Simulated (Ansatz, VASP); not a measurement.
**Two plane-wave programs on KCl**

```
CELL_PARAMETERS angstrom
0.00000 3.17080 3.17080
3.17080 0.00000 3.17080
3.17080 3.17080 0.00000
ATOMIC_POSITIONS crystal
K 0.00000 0.00000 0.00000
Cl 0.50000 0.50000 0.50000
```

Alike in both runs: task single point; functional PBE; k mesh 10 × 10 × 10; occupations gaussian, width 0.05 eV; no spin polarisation.

|  | VASP | Ansatz |
| --- | --- | --- |
| version | VASP 6.6.1 | Ansatz 0.2.0 |
| potentials or method | VASP PAW PBE potentials, release 64 (K_sv, Cl), cutoff 520 eV | scalar-relativistic, plane waves, PAW |
| valence electrons in the cell | 16 | 16 |

|  | VASP | Ansatz | Ansatz less VASP |
| --- | --- | --- | --- |
| gap on the k mesh at the Fermi level (eV) | 5.11 | 5.11 | +0.002 |
| least direct gap on the mesh (eV) | 5.11 | 5.11 | +0.002 |
| pressure (GPa) | 0.3 | 0.3 | -0.02 |

The functional is the same, so the differences come from potentials, cutoffs and numerics.
